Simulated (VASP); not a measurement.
# Rb2Na (Fd-3m) in VASP: a series of runs, part 2 of 2

VASP 6.6.1. Earlier steps stand in the parts before.

**3. Relaxation of cell and atoms, PBE**

This run uses another cell than the first one, of 34.56 Å³/atom.

INCAR reads:

```
PREC = Accurate
ENCUT = 600
EDIFF = 1E-7
ISMEAR = 0
SIGMA = 0.1
LREAL = F
LASPH = T
NELM = 80
ALGO = Normal
ISIF = 3
LWAVE = F
LCHARG = F
GGA = PE
IBRION = 2
NSW = 90
EDIFFG = -0.04
```

KPOINTS reads:

```
regular mesh
0
Gamma
  4 4 4
```

POSCAR reads:

```
Rb2Na
1.0
    0.0000000000      4.6980392816      4.6980392816
    4.6980392816      0.0000000000      4.6980392816
    4.6980392816      4.6980392816      0.0000000000
Rb Na
4 2
Direct
    0.6250000000      0.6250000000      0.6250000000
    0.1250000000      0.6250000000      0.6250000000
    0.6250000000      0.6250000000      0.1250000000
    0.6250000000      0.1250000000      0.6250000000
    0.0000000000      0.0000000000      0.0000000000
    0.2500000000      0.2500000000      0.2500000000
```

Potentials or basis: VASP PAW PBE potentials, release 64 (Rb_sv, Na_pv).

Command:

```console
$ cat potpaw_PBE.64/Rb_sv/POTCAR potpaw_PBE.64/Na_pv/POTCAR > POTCAR
$ mpirun -np 1 vasp_std > vasp.out
```

OUTCAR:

```text
PREC = Accurate
   ENCUT = 600
   EDIFF = 1E-7
   ISMEAR = 0
   LREAL = F
   LASPH = T
   NELM = 80
   ISIF = 3
   GGA = PE
   IBRION = 2
   NSW = 90
   EDIFFG = -0.04

 ion  position               nearest neighbor table
   1  0.625  0.625  0.625-   2 3.32   3 3.32   4 3.32   3 3.32   4 3.32   2 3.32   6 3.90   5 3.90
                             6 3.90   5 3.90   6 3.90   5 3.90   3 5.75   4 5.75   2 5.75   3 5.75
   2  0.125  0.625  0.625-   1 3.32   3 3.32   4 3.32   1 3.32   3 3.32   4 3.32   5 3.90   6 3.90
                             5 3.90   5 3.90   6 3.90   6 3.90   3 5.75   1 5.75   3 5.75   1 5.75
   3  0.625  0.625  0.125-   1 3.32   1 3.32   2 3.32   4 3.32   4 3.32   2 3.32   6 3.90   5 3.90
                             6 3.90   5 3.90   6 3.90   5 3.90   4 5.75   1 5.75   2 5.75   1 5.75
   4  0.625  0.125  0.625-   1 3.32   3 3.32   1 3.32   2 3.32   3 3.32   2 3.32   5 3.90   6 3.90
                             5 3.90   6 3.90   6 3.90   5 3.90   3 5.75   1 5.75   1 5.75   3 5.75
   5  0.000  0.000  0.000-   1 3.90   3 3.90   4 3.90   1 3.90   2 3.90   3 3.90   1 3.90   2 3.90
                             4 3.90   2 3.90   3 3.90   4 3.90
   6  0.250  0.250  0.250-   2 3.90   3 3.90   4 3.90   1 3.90   2 3.90   4 3.90   1 3.90   2 3.90
                             3 3.90   1 3.90   3 3.90   4 3.90

  LATTYP: Found a face centered cubic cell.
 ALAT       =     9.3960785632

  Lattice vectors:

 A1 = (   0.0000000000,   4.6980392816,   4.6980392816)
 A2 = (   4.6980392816,   0.0000000000,   4.6980392816)
 A3 = (   4.6980392816,   4.6980392816,   0.0000000000)

Analysis of symmetry for initial positions (statically):
=====================================================================
 Subroutine PRICEL returns:
 Original cell was already a primitive cell.

 Routine SETGRP: Setting up the symmetry group for a
 face centered cubic supercell.

 Subroutine GETGRP returns: Found 48 space group operations
 (whereof 24 operations were pure point group operations)
 out of a pool of 48 trial point group operations.

The static configuration has the point symmetry T_d .
 The point group associated with its full space group is O_h .

Analysis of symmetry for dynamics (positions and initial velocities):
=====================================================================
 Subroutine PRICEL returns:
 Original cell was already a primitive cell.

 Routine SETGRP: Setting up the symmetry group for a
 face centered cubic supercell.

 Subroutine GETGRP returns: Found 48 space group operations
 (whereof 24 operations were pure point group operations)
 out of a pool of 48 trial point group operations.

The dynamic configuration has the point symmetry T_d .
 The point group associated with its full space group is O_h .

 Subroutine INISYM returns: Found 48 space group operations
 (whereof 24 operations are pure point group operations),
 and found     1 'primitive' translations

----------------------------------------------------------------------------------------

                                     Primitive cell

  volume of cell :     207.3862

  direct lattice vectors                    reciprocal lattice vectors
     0.000000000  4.698039282  4.698039282    -0.106427377  0.106427377  0.106427377
     4.698039282  0.000000000  4.698039282     0.106427377 -0.106427377  0.106427377
     4.698039282  4.698039282  0.000000000     0.106427377  0.106427377 -0.106427377

  length of vectors
     6.644030869  6.644030869  6.644030869     0.184337625  0.184337625  0.184337625

  position of ions in fractional coordinates (direct lattice)
     0.625000000  0.625000000  0.625000000
     0.125000000  0.625000000  0.625000000
     0.625000000  0.625000000  0.125000000
[... 51 lines left out ...]
   total plane-waves  NPLWV = 157464
   dimension x,y,z NGX =    54 NGY =   54 NGZ =   54
   dimension x,y,z NGXF=   108 NGYF=  108 NGZF=  108
   ions per type =               4   2
   NGX,Y,Z   is equivalent  to a cutoff of  13.51, 13.51, 13.51 a.u.
   NGXF,Y,Z  is equivalent  to a cutoff of  27.02, 27.02, 27.02 a.u.
 SYSTEM =  unknown system
   PREC   = accura    normal or accurate (medium, high low for compatibility)
   ISTART =      0    job   : 0-new  1-cont  2-samecut
   ICHARG =      2    charge: 1-file 2-atom 10-const
   ISPIN  =      1    spin polarized calculation?
   LNONCOLLINEAR =      F non collinear calculations
   LSORBIT =      F    spin-orbit coupling
   LASPH  =      T    aspherical Exc in radial PAW
   ENCUT  =  600.0 eV  44.10 Ry    6.64 a.u.  13.27 13.27 13.27*2*pi/ulx,y,z
   NELM   =     80;   NELMIN=  2; NELMDL= -5     # of ELM steps
   EDIFF  = 0.1E-06   stopping-criterion for ELM
   LREAL  =      F    real-space projection
   EDIFFG = -.4E-01   stopping-criterion for IOM
   NSW    =     90    number of steps for IOM
   IBRION =      2    ionic relax: 0-MD 1-quasi-New 2-CG
   NFREE  =      1    steps in history (QN), initial steepest desc. (CG)
   ISIF   =      3    stress and relaxation
   ISYM   =      2    0-nonsym 1-usesym 2-fastsym
   POTIM  = 0.5000    time-step for ionic-motion
   TEBEG  =    0.0;   TEEND  =   0.0 temperature during run
   PSTRESS=    0.0 pullay stress
   NELECT =      50.0000    total number of electrons
   NUPDOWN=      -1.0000    fix difference up-down
   EMIN   =  10.00;   EMAX   =-10.00  energy-range for DOS
   EFERMI =   0.00;   METHOD = LEGACY
   ISMEAR =     0;   SIGMA  =   0.10  broadening in eV -4-tet -1-fermi 0-gaus
   EFERMI_NEDOS =   21; number of points for ismear=-14 and -15
   IALGO  =     38    algorithm
   IMIX   =      4    mixing-type and parameters
     AMIX     =   0.40;   BMIX     =  1.00
     AMIX_MAG =   1.60;   BMIX_MAG =  1.00
  volume/ion in A,a.u.               =      34.56       233.25
  Fermi-wavevector in a.u.,A,eV,Ry     =   1.018916  1.925471 14.125417  1.038189
  Thomas-Fermi vector in A             =   2.152400
   LORBIT       =      0    0 simple, 1 ext, 2 COOP (PROOUT), +10 PAW based schemes
   GGA     = PE    functional components
   LHFCALC =     F    Hartree Fock is set to
   AEXX    =    0.0000 exact exchange contribution
   IVDW    =     0    specifies the selected vdW correction
   LEPSILON=     F    determine dielectric tensor
   LRPA    =     F    only Hartree local field effects (RPA)
 conjugate gradient relaxation of ions
 non-spin polarized calculation
 Gauss-broadening in eV      SIGMA  =   0.10
  energy-cutoff  :      600.00
  volume of cell :      207.39
 maximum number of plane-waves:      6934
 NGX is ok and might be reduce to    54
   NGX = 27   NGY = 27   NGZ = 27

--------------------------------------- Ionic step        1  -------------------------------------------

 number of electron      50.0000014 magnetization

 Free energy of the ion-electron system (eV)
  ---------------------------------------------------
  ext. energy  EPLUGINS =         0.00000000
  ---------------------------------------------------
  free energy    TOTEN  =        -1.72374944 eV

  energy without entropy =       -1.71722878  energy(sigma->0) =       -1.72048911

------------------------ aborting loop because EDIFF is reached ----------------------------------------

  FORCE on cell =-STRESS in cart. coord.  units (eV):
  Direction    XX          YY          ZZ          XY          YZ          ZX
  --------------------------------------------------------------------------------------
  -------------------------------------------------------------------------------------
  Total       11.3290802     11.3290802     11.3290802      0.0000000      0.0000000      0.0000000
  in kB       87.5236271     87.5236271     87.5236271      0.0000000      0.0000000      0.0000000
  external PRESSURE =      87.5236271 kB  Pullay stress =       0.0000000 kB
[... 67 lines left out ...]
--------------------------------------- Ionic step        3  -------------------------------------------

 number of electron      50.0000011 magnetization

 E-fermi :   0.6933     XC(G=0):  -6.2016

 val. band max:        0.6251878792   @ k =   0.5000   0.5000   0.0000
 cond. band min:       0.7075024798   @ k =   0.5000   0.0000   0.0000
 fundamental gap:      0.0823146006
 Fermi energy:         0.6933165207

 k-point     1 :       0.0000    0.0000    0.0000
  band No.  band energies     occupation
      1     -28.4950      2.00000
      2     -28.4368      2.00000
      3     -28.4368      2.00000
      4     -28.4368      2.00000
      5     -24.4254      2.00000
      6     -24.4253      2.00000
[... 372 lines left out ...]
--------------------------------------- Ionic step        6  -------------------------------------------

 number of electron      50.0000043 magnetization

 Free energy of the ion-electron system (eV)
  ---------------------------------------------------
  ext. energy  EPLUGINS =         0.00000000
  ---------------------------------------------------
  free energy    TOTEN  =        -5.41189775 eV

  energy without entropy =       -5.38145897  energy(sigma->0) =       -5.39667836

 E-fermi :  -0.0368     XC(G=0):  -5.5165

 val. band max:       -0.0727194523   @ k =   0.2500   0.2500   0.0000
 cond. band min:       0.0032644555   @ k =   0.5000   0.2500   0.0000
 fundamental gap:      0.0759839078
 Fermi energy:        -0.0367827535

 k-point     1 :       0.0000    0.0000    0.0000
  band No.  band energies     occupation
      1     -29.1056      2.00000
      2     -29.0861      2.00000
      3     -29.0861      2.00000
      4     -29.0861      2.00000
      5     -25.4524      2.00000
      6     -25.4524      2.00000
[... 286 lines left out ...]
  FREE ENERGIE OF THE ION-ELECTRON SYSTEM (eV)
  ---------------------------------------------------
  free  energy   TOTEN  =        -5.4118977489 eV

  energy  without entropy=       -5.3814589745  energy(sigma->0) =       -5.39667836

 reached required accuracy - stopping structural energy minimisation
```

CONTCAR:

```text
Rb2Na
   1.00000000000000
     0.0000000000000000    6.1491061235326558    6.1491061235326558
     6.1491061235326558    0.0000000000000000    6.1491061235326558
     6.1491061235326558    6.1491061235326558    0.0000000000000000
  Rb              Na
     4     2
Direct
     0.6250000000000000    0.6250000000000000    0.6250000000000000
     0.1250000000000000    0.6250000000000000    0.6250000000000000
     0.6250000000000000    0.6250000000000000    0.1250000000000000
     0.6250000000000000    0.1250000000000000    0.6250000000000000
     0.0000000000000000    0.0000000000000000    0.0000000000000000
     0.2500000000000000    0.2500000000000000    0.2500000000000000

  0.00000000E+00  0.00000000E+00  0.00000000E+00
  0.00000000E+00  0.00000000E+00  0.00000000E+00
  0.00000000E+00  0.00000000E+00  0.00000000E+00
  0.00000000E+00  0.00000000E+00  0.00000000E+00
  0.00000000E+00  0.00000000E+00  0.00000000E+00
  0.00000000E+00  0.00000000E+00  0.00000000E+00
```

Run time: 4.9 min. Hardware: 1 thread of AMD EPYC 9R45 (Zen 5), shared host; peak memory 0.4 GiB.

Results:

* Free energy: -5.4119 eV
* Relaxed volume: 77.50 Å³/atom
* Relaxed cell: a = 8.696 Å, b = 8.696 Å, c = 8.696 Å, α = 60.00°, β = 60.00°, γ = 60.00°
* Space group after relaxing (to 0.1 Å): Fd-3m (No. 227)
* Energy gained by relaxing: 614.7 meV/atom
* Ionic steps: 6
* Pressure after relaxing: 0.0 GPa
* Band gap on the k mesh: zero (bands 25 and 26 overlap by 1.47 eV)

The path:
```tsv
step	energy change (eV)	largest force (eV/Å)	pressure (GPa)	volume (Å³)
1	0.0000	0.0000	8.75	207.39
2	-2.2380	0.0000	3.62	269.38
3	-3.3817	0.0000	1.10	355.63
4	-3.5185	0.0000	-0.42	579.67
5	-3.6814	0.0000	-0.10	485.25
6	-3.6881	0.0000	0.00	465.01
```

Final structure:
```yaml
crystal:
  lattice:
    - [0.00000, 6.14911, 6.14911]
    - [6.14911, 0.00000, 6.14911]
    - [6.14911, 6.14911, 0.00000]
  atoms:
    - { symbol: Rb, position: [0.62500, 0.62500, 0.62500] }
    - { symbol: Rb, position: [0.12500, 0.62500, 0.62500] }
    - { symbol: Rb, position: [0.62500, 0.62500, 0.12500] }
    - { symbol: Rb, position: [0.62500, 0.12500, 0.62500] }
    - { symbol: Na, position: [0.00000, 0.00000, 0.00000] }
    - { symbol: Na, position: [0.25000, 0.25000, 0.25000] }
```

Levels at points of the mesh, in eV from the Fermi level:
```
           k point  band 22  band 23  band 24  band 25  band 26  band 27  band 28  band 29
(0.00, 0.00, 0.00)   -13.05    -2.19     0.05     0.71     0.71     0.71     1.10     1.10
(0.50, 0.00, 0.00)   -13.06    -1.37    -1.27     0.14     0.71     0.71     0.73     0.73
(0.50, 0.50, 0.00)   -13.06    -1.05    -1.05    -0.14    -0.14     0.09     0.09     1.74
```

Caveat: the volume moved by over 15 % at a fixed basis, so the end points are rough.

**4. Single point, PBE**

This run uses another cell than the first one, of 77.83 Å³/atom.

INCAR reads:

```
SYSTEM = Rb2Na
ALGO = Fast ; EDIFF = 1E-7
ENCUT = 520 ; GGA = PE
ISIF = 2 ; ISMEAR = 0
LASPH = .TRUE. ; LCHARG = .TRUE.
LELF = .TRUE. ; LREAL = .FALSE.
LVHAR = .TRUE. ; LWAVE = .FALSE.
NBANDS = 34 ; NELM = 60
PREC = Accurate ; SIGMA = 0.1
```

KPOINTS reads:

```
k-points
0
G
  6 6 6
  0 0 0
```

POSCAR reads:

```
Rb2Na
1.0
    0.0000000000      6.1577531793      6.1577531793
    6.1577531793      0.0000000000      6.1577531793
    6.1577531793      6.1577531793      0.0000000000
Rb Na
4 2
Direct
    0.1250000000      0.1250000000      0.1250000000
    0.6250000000      0.1250000000      0.1250000000
    0.1250000000      0.1250000000      0.6250000000
    0.1250000000      0.6250000000      0.1250000000
    0.5000000000      0.5000000000      0.5000000000
    0.7500000000      0.7500000000      0.7500000000
```

Command:

```console
$ cat potpaw_PBE.64/Rb_sv/POTCAR potpaw_PBE.64/Na_pv/POTCAR > POTCAR
$ mpirun -np 1 vasp_std > vasp.out
```

Wall time 11 min (1 thread of AMD EPYC 9R45 (Zen 5), shared host); peak memory 0.76 GiB.

It converged, with:

- Free energy: -5.4573 eV
- Pressure: 0.0 GPa
- Band gap on the k mesh: zero (bands 25 and 26 overlap by 1.30 eV)

Levels at points of the mesh, in eV from the Fermi level:
| k point | band 23 | band 24 | band 25 | band 26 | band 27 | band 28 |
| --- | --- | --- | --- | --- | --- | --- |
| (0.00, 0.00, 0.00) | -2.10 | 0.14 | 0.80 | 0.80 | 0.80 | 0.92 |
| (0.50, 0.00, 0.00) | -1.28 | -1.18 | 0.22 | 0.80 | 0.80 | 0.82 |
| (0.50, 0.50, 0.00) | -0.96 | -0.96 | -0.06 | -0.06 | 0.18 | 0.18 |

**5. The runs side by side**

```csv
task,cell,k mesh,cutoff (eV),gap on the mesh (eV),pressure (GPa)
single point,"a = 8.645 Å, angles 60.0°, 6 atoms",4 × 4 × 4,520,none,0.1
relaxation of cell and atoms,"relaxed from a = 6.644 Å, angles 60.0°, 6 atoms",4 × 4 × 4,600,none,0.0
single point,"a = 8.708 Å, angles 60.0°, 6 atoms",6 × 6 × 6,520,none,0.0
```

Alike in all rows: level PBE; potentials or basis VASP PAW PBE potentials, release 64 (Rb_sv, Na_pv); no spin polarisation; smearing gaussian 0.1 eV.

Caveats: the volume moved by over 15 % at a fixed basis, so the end points are rough (at least some runs).

Absolute energies hang on the potentials; compare differences alone.
